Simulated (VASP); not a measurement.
# HfN in VASP: a series of runs

HfN is run at these levels: PBE; tasks: single point.

Program: VASP 6.6.1. These are calculated values, not measurements. Logs are shortened: lines on timing, memory, paths and dates and some standing lists are left out, and cuts for length are marked.

### 1 The cell of the first run

The cell holds a wire with vacuum, 12 atoms: a = 13.800 Å, b = 16.100 Å, c = 3.216 Å, α = 90.00°, β = 90.00°, γ = 90.00°.

### 2 Single point, PBE

File INCAR:

```
SYSTEM = HfN
PREC = Accurate ; ENCUT = 520
EDIFF = 1E-6 ; ISMEAR = 0
SIGMA = 0.05 ; LREAL = .False.
LASPH = .True. ; NELM = 80
ALGO = Normal ; ISIF = 2
LWAVE = .False. ; LCHARG = .True.
GGA = PE ; LELF = .True.
LVHAR = .True. ; NBANDS = 57
```

File KPOINTS:

```
Automatic mesh
0
Gamma
  1 1 17
  0 0 0
```

File POSCAR:

```
HfN
1.0
   13.8000000000      0.0000000000      0.0000000000
    0.0000000000     16.1000000000      0.0000000000
    0.0000000000      0.0000000000      3.2157737832
Hf N
6 6
Direct
    0.5582567714      0.5706178711      0.0000000000
    0.5582567714      0.2881463867      0.0000000000
    0.4417432286      0.7118536133      0.5000000000
    0.4417432286      0.4293821289      0.5000000000
    0.6747703143      0.4293821289      0.5000000000
    0.3252296857      0.5706178711      0.0000000000
    0.6747703143      0.5706178711      0.5000000000
    0.3252296857      0.4293821289      0.0000000000
    0.5582567714      0.7118536133      0.0000000000
    0.5582567714      0.4293821289      0.0000000000
    0.4417432286      0.5706178711      0.5000000000
    0.4417432286      0.2881463867      0.5000000000
```

Potentials or basis: VASP PAW PBE potentials, release 64 (Hf_pv, N).

On the command line:

```console
$ cat potpaw_PBE.64/Hf_pv/POTCAR potpaw_PBE.64/N/POTCAR > POTCAR
$ mpirun -np 1 vasp_std > vasp.out
```

OUTCAR:

```text
SYSTEM = HfN
   PREC = Accurate
   ENCUT = 520
   EDIFF = 1E-6
   ISMEAR = 0
   LREAL = .False.
   LASPH = .True.
   NELM = 80
   ISIF = 2
   GGA = PE

 ion  position               nearest neighbor table
   1  0.558  0.571  0.000-  11 2.27  11 2.27   7 2.27   7 2.27  10 2.27   9 2.27   6 3.22   4 3.22
                             4 3.22   3 3.22   3 3.22   5 3.22   5 3.22
   2  0.558  0.288  0.000-  12 2.27  12 2.27  10 2.27   4 3.22   4 3.22   5 3.22   5 3.22
   3  0.442  0.712  0.500-   9 2.27   9 2.27  11 2.27   1 3.22   1 3.22   6 3.22   6 3.22
   4  0.442  0.429  0.500-  10 2.27  10 2.27   8 2.27   8 2.27  11 2.27  12 2.27   5 3.22   1 3.22
                             1 3.22   2 3.22   2 3.22   6 3.22   6 3.22
   5  0.675  0.429  0.500-  10 2.27  10 2.27   7 2.27   4 3.22   1 3.22   1 3.22   2 3.22   2 3.22

   6  0.325  0.571  0.000-  11 2.27  11 2.27   8 2.27   1 3.22   4 3.22   4 3.22   3 3.22   3 3.22

   7  0.675  0.571  0.500-   1 2.27   1 2.27   5 2.27
   8  0.325  0.429  0.000-   4 2.27   4 2.27   6 2.27
   9  0.558  0.712  0.000-   3 2.27   3 2.27   1 2.27
  10  0.558  0.429  0.000-   4 2.27   4 2.27   5 2.27   5 2.27   1 2.27   2 2.27
  11  0.442  0.571  0.500-   1 2.27   1 2.27   6 2.27   6 2.27   4 2.27   3 2.27
  12  0.442  0.288  0.500-   2 2.27   2 2.27   4 2.27

  LATTYP: Found a simple orthorhombic cell.
 ALAT       =     3.2157737832
 B/A-ratio  =     4.2913466339
 C/A-ratio  =     5.0065710729

  Lattice vectors:

 A1 = (   0.0000000000,   0.0000000000,   3.2157737832)
 A2 = (  13.8000000000,   0.0000000000,   0.0000000000)
 A3 = (   0.0000000000,  16.1000000000,   0.0000000000)

Analysis of symmetry for initial positions (statically):
=====================================================================
 Subroutine PRICEL returns:
 Original cell was already a primitive cell.

 Routine SETGRP: Setting up the symmetry group for a
 simple orthorhombic supercell.

 Subroutine GETGRP returns: Found  4 space group operations
 (whereof  2 operations were pure point group operations)
 out of a pool of  8 trial point group operations.

The static configuration has the point symmetry C_1h.
 The point group associated with its full space group is C_2h.

Analysis of symmetry for dynamics (positions and initial velocities):
=====================================================================
 Subroutine PRICEL returns:
 Original cell was already a primitive cell.

 Routine SETGRP: Setting up the symmetry group for a
 simple orthorhombic supercell.

 Subroutine GETGRP returns: Found  4 space group operations
 (whereof  2 operations were pure point group operations)
 out of a pool of  8 trial point group operations.

The dynamic configuration has the point symmetry C_1h.
 The point group associated with its full space group is C_2h.

 Subroutine INISYM returns: Found  4 space group operations
 (whereof  2 operations are pure point group operations),
 and found     1 'primitive' translations

----------------------------------------------------------------------------------------

                                     Primitive cell

  volume of cell :     714.4806

  direct lattice vectors                    reciprocal lattice vectors
    13.800000000  0.000000000  0.000000000     0.072463768  0.000000000  0.000000000
     0.000000000 16.100000000  0.000000000     0.000000000  0.062111801  0.000000000
     0.000000000  0.000000000  3.215773783     0.000000000  0.000000000  0.310967147

  length of vectors
    13.800000000 16.100000000  3.215773783     0.072463768  0.062111801  0.310967147

  position of ions in fractional coordinates (direct lattice)
     0.558256771  0.570617871  0.000000000
     0.558256771  0.288146387  0.000000000
     0.441743229  0.711853613  0.500000000
     0.441743229  0.429382129  0.500000000
     0.674770314  0.429382129  0.500000000
     0.325229686  0.570617871  0.000000000
     0.674770314  0.570617871  0.500000000
     0.325229686  0.429382129  0.000000000
     0.558256771  0.711853613  0.000000000
     0.558256771  0.429382129  0.000000000
     0.441743229  0.570617871  0.500000000
     0.441743229  0.288146387  0.500000000

  ion indices of the primitive-cell ions
   primitive index   ion index
                 1           1
                 2           2
                 3           3
                 4           4
                 5           5
                 6           6
                 7           7
                 8           8
                 9           9
                10          10
                11          11
                12          12

----------------------------------------------------------------------------------------

 KPOINTS: Automatic mesh

Automatic generation of k-mesh.
 Grid dimensions read from file:
 generate k-points for:    1    1   17

 Generating k-lattice:

  Cartesian coordinates                     Fractional coordinates (reciprocal lattice)
     0.072463768  0.000000000  0.000000000     1.000000000  0.000000000  0.000000000
     0.000000000  0.062111801  0.000000000     0.000000000  1.000000000  0.000000000
     0.000000000  0.000000000  0.018292185     0.000000000  0.000000000  0.058823529

  Length of vectors
     0.072463768  0.062111801  0.018292185

  Shift w.r.t. Gamma in fractional coordinates (k-lattice)
     0.000000000  0.000000000  0.000000000

 Subroutine IBZKPT returns following result:
 ===========================================

 Found      9 irreducible k-points:

 Following reciprocal coordinates:
            Coordinates               Weight
  0.000000  0.000000  0.000000      1.000000
  0.000000  0.000000  0.058824      2.000000
  0.000000  0.000000  0.117647      2.000000
  0.000000  0.000000  0.176471      2.000000
  0.000000  0.000000  0.235294      2.000000
  0.000000  0.000000  0.294118      2.000000
  0.000000  0.000000  0.352941      2.000000
  0.000000  0.000000  0.411765      2.000000
  0.000000  0.000000  0.470588      2.000000
   k-points           NKPTS =      9   k-points in BZ     NKDIM =      9   number of bands    NBANDS=     57
   number of dos      NEDOS =    301   number of ions     NIONS =     12
   total plane-waves  NPLWV = 311040
   dimension x,y,z NGX =   108 NGY =  120 NGZ =   24
   dimension x,y,z NGXF=   216 NGYF=  240 NGZF=   48
   ions per type =               6   6
   NGX,Y,Z   is equivalent  to a cutoff of  13.01, 12.39, 12.41 a.u.
   NGXF,Y,Z  is equivalent  to a cutoff of  26.02, 24.78, 24.81 a.u.
 SYSTEM =  HfN
   PREC   = accura    normal or accurate (medium, high low for compatibility)
   ISTART =      0    job   : 0-new  1-cont  2-samecut
   ICHARG =      2    charge: 1-file 2-atom 10-const
   ISPIN  =      1    spin polarized calculation?
   LNONCOLLINEAR =      F non collinear calculations
   LSORBIT =      F    spin-orbit coupling
   LASPH  =      T    aspherical Exc in radial PAW
   ENCUT  =  520.0 eV  38.22 Ry    6.18 a.u.  25.66 29.94  5.98*2*pi/ulx,y,z
   NELM   =     80;   NELMIN=  2; NELMDL= -5     # of ELM steps
   EDIFF  = 0.1E-05   stopping-criterion for ELM
   LREAL  =      F    real-space projection
   EDIFFG = 0.1E-04   stopping-criterion for IOM
   NSW    =      0    number of steps for IOM
   IBRION =     -1    ionic relax: 0-MD 1-quasi-New 2-CG
   NFREE  =      0    steps in history (QN), initial steepest desc. (CG)
   ISIF   =      2    stress and relaxation
   ISYM   =      2    0-nonsym 1-usesym 2-fastsym
   POTIM  = 0.5000    time-step for ionic-motion
   TEBEG  =    0.0;   TEEND  =   0.0 temperature during run
   PSTRESS=    0.0 pullay stress
   NELECT =      90.0000    total number of electrons
   NUPDOWN=      -1.0000    fix difference up-down
   EMIN   =  10.00;   EMAX   =-10.00  energy-range for DOS
   EFERMI =   0.00;   METHOD = LEGACY
   ISMEAR =     0;   SIGMA  =   0.05  broadening in eV -4-tet -1-fermi 0-gaus
   EFERMI_NEDOS =   21; number of points for ismear=-14 and -15
   IALGO  =     38    algorithm
   IMIX   =      4    mixing-type and parameters
     AMIX     =   0.40;   BMIX     =  1.00
     AMIX_MAG =   1.60;   BMIX_MAG =  1.00
  volume/ion in A,a.u.               =      59.54       401.80
  Fermi-wavevector in a.u.,A,eV,Ry     =   0.820652  1.550807  9.163104  0.673469
  Thomas-Fermi vector in A             =   1.931672
   LORBIT       =      0    0 simple, 1 ext, 2 COOP (PROOUT), +10 PAW based schemes
   GGA     = PE    functional components
   LHFCALC =     F    Hartree Fock is set to
   AEXX    =    0.0000 exact exchange contribution
   IVDW    =     0    specifies the selected vdW correction
   LEPSILON=     F    determine dielectric tensor
   LRPA    =     F    only Hartree local field effects (RPA)
 non-spin polarized calculation
 Gauss-broadening in eV      SIGMA  =   0.05
  energy-cutoff  :      520.00
  volume of cell :      714.48
 maximum number of plane-waves:     19294
 NGX is ok and might be reduce to   108
   NGX = 51   NGY = 59   NGZ = 11

 number of electron      89.9999988 magnetization

 Free energy of the ion-electron system (eV)
  ---------------------------------------------------
  ext. energy  EPLUGINS =         0.00000000
  ---------------------------------------------------
  free energy    TOTEN  =      -112.32134709 eV

  energy without entropy =     -112.29652237  energy(sigma->0) =     -112.30893473

 E-fermi :  -2.0479     XC(G=0):  -3.9418

 val. band max:       -2.0503845374   @ k =   0.0000   0.0000   0.0588
 cond. band min:      -2.0354525052   @ k =   0.0000   0.0000   0.1765
 fundamental gap:      0.0149320322
 Fermi energy:        -2.0479123716

 k-point     1 :       0.0000    0.0000    0.0000
  band No.  band energies     occupation
      1     -33.9988      2.00000
      2     -33.9898      2.00000
      3     -33.6861      2.00000
      4     -33.6796      2.00000
      5     -33.5178      2.00000
      6     -33.5035      2.00000
[... 529 lines left out ...]
     56       0.4567      0.00000
     57       0.7893      0.00000

------------------------ aborting loop because EDIFF is reached ----------------------------------------

  FORCE on cell =-STRESS in cart. coord.  units (eV):
  Direction    XX          YY          ZZ          XY          YZ          ZX
  --------------------------------------------------------------------------------------
  -------------------------------------------------------------------------------------
  Total      -22.2181247    -24.1967205    -11.1893695     -1.7282688      0.0000000      0.0000000
  in kB      -49.8227311    -54.2596063    -25.0914493     -3.8755327      0.0000000      0.0000000
  external PRESSURE =     -43.0579289 kB  Pullay stress =       0.0000000 kB

 VOLUME and BASIS-vectors are now :
 -----------------------------------------------------------------------------
  energy-cutoff  :      520.00
  volume of cell :      714.48
      direct lattice vectors                 reciprocal lattice vectors
    13.800000000  0.000000000  0.000000000     0.072463768  0.000000000  0.000000000
     0.000000000 16.100000000  0.000000000     0.000000000  0.062111801  0.000000000
     0.000000000  0.000000000  3.215773783     0.000000000  0.000000000  0.310967147

 POSITION                                       TOTAL-FORCE (eV/Angst)
 -----------------------------------------------------------------------------------
      7.70394      9.18695      0.00000         3.760643      2.482515      0.000000
      7.70394      4.63916      0.00000        -4.261038      1.211597      0.000000
      6.09606     11.46084      1.60789         4.261038     -1.211597      0.000000
      6.09606      6.91305      1.60789        -3.760643     -2.482515      0.000000
      9.31183      6.91305      1.60789        -0.585402      3.252923      0.000000
      4.48817      9.18695      0.00000         0.585402     -3.252923      0.000000
      9.31183      9.18695      1.60789        -2.367271     -4.240012      0.000000
      4.48817      6.91305      0.00000         2.367271      4.240012      0.000000
      7.70394     11.46084      0.00000        -4.978553     -0.938464      0.000000
      7.70394      6.91305      0.00000         0.637648     -0.894030      0.000000
      6.09606      9.18695      1.60789        -0.637648      0.894030      0.000000
      6.09606      4.63916      1.60789         4.978553      0.938464      0.000000
 -----------------------------------------------------------------------------------
    total drift:                                0.000000      0.000000     -0.000000

  FREE ENERGIE OF THE ION-ELECTRON SYSTEM (eV)
  ---------------------------------------------------
  free  energy   TOTEN  =      -112.3213470854 eV

  energy  without entropy=     -112.2965223747  energy(sigma->0) =     -112.30893473
```

Wall time 20 min (1 thread of Oxide Virtual Turin-like, shared host); peak memory 0.77 GiB.

What came out:

```
Free energy            : -112.3213 eV
Largest force          : 5.066 eV/Å
Band gap on the k mesh : zero (band 45 reaches -1.93 eV, above the bottom of band 46 at -2.07 eV)
```

Forces in eV/Å, atoms in the order of the input:
```
Hf   3.761  2.483  0.000
Hf  -4.261  1.212  0.000
Hf   4.261 -1.212  0.000
Hf  -3.761 -2.483  0.000
Hf  -0.585  3.253  0.000
Hf   0.585 -3.253  0.000
N   -2.367 -4.240  0.000
N    2.367  4.240  0.000
N   -4.979 -0.938  0.000
N    0.638 -0.894  0.000
N   -0.638  0.894  0.000
N    4.979  0.938  0.000
```

Caveat: spin-orbit coupling is left out, which moves the levels of the heavy elements.

### 3 Single point, PBE

This run uses another cell than the first one, of 61.06 Å³/atom, 1.025 times its volume.

File INCAR:

```
SYSTEM = HfN
PREC = Accurate ; ENCUT = 520
EDIFF = 1E-7 ; ISMEAR = 0
SIGMA = 0.05 ; LREAL = .False.
LASPH = .True. ; NELM = 80
ALGO = Normal ; ISIF = 2
LWAVE = .False. ; LCHARG = .False.
GGA = PE ; NBANDS = 57
```

File KPOINTS:

```
regular mesh
0
Gamma
  1 1 17
  0 0 0
```

File POSCAR:

```
HfN
1.0
   13.8000000000      0.0000000000      0.0000000000
    0.0000000000     16.1000000000      0.0000000000
    0.0000000000      0.0000000000      3.2976364191
Hf N
6 6
Direct
    0.5481583840      0.5880612203      0.0000000000
    0.6072687384      0.3135188453      0.0000000000
    0.3927312616      0.6864811547      0.5000000000
    0.4518416160      0.4119387797      0.5000000000
    0.6804375765      0.4676529962      0.5000000000
    0.3195624235      0.5323470038      0.0000000000
    0.6437587369      0.5852941899      0.5000000000
    0.3562412631      0.4147058101      0.0000000000
    0.4737240785      0.7057087831      0.0000000000
    0.5750583538      0.4446729433      0.0000000000
    0.4249416462      0.5553270567      0.5000000000
    0.5262759215      0.2942912169      0.5000000000
```

Potentials or basis: VASP PAW PBE potentials, release 64 (Hf_pv, N).

On the command line:

```console
$ cat potpaw_PBE.64/Hf_pv/POTCAR potpaw_PBE.64/N/POTCAR > POTCAR
$ mpirun -np 1 vasp_std > vasp.out
```

It took 26 min on 1 thread of Oxide Virtual Turin-like, shared host; peak memory 0.86 GiB.

Results (log left out):

```
Free energy            : -117.9906 eV
Largest force          : 0.110 eV/Å
Band gap on the k mesh : 0.04 eV, direct
```

Forces in eV/Å, atoms in the order of the input:
```
Hf  -0.008 -0.022  0.000
Hf  -0.092  0.059  0.000
Hf   0.092 -0.059  0.000
Hf   0.008  0.022  0.000
Hf  -0.096  0.036  0.000
Hf   0.096 -0.036  0.000
N   -0.078 -0.065  0.000
N    0.078  0.065  0.000
N   -0.047 -0.077  0.000
N    0.004 -0.001  0.000
N   -0.004  0.001  0.000
N    0.047  0.077  0.000
```

Levels at points of the mesh, in eV from the valence-band top:
```
           k point  band 41  band 42  band 43  band 44  band 45  band 46  band 47  band 48  band 49  band 50
(0.00, 0.00, 0.00)    -3.15    -3.10    -1.22    -0.84    -0.32     0.10     0.39     0.57     0.64     0.66
```

Caveat: spin-orbit coupling is left out, which moves the levels of the heavy elements.
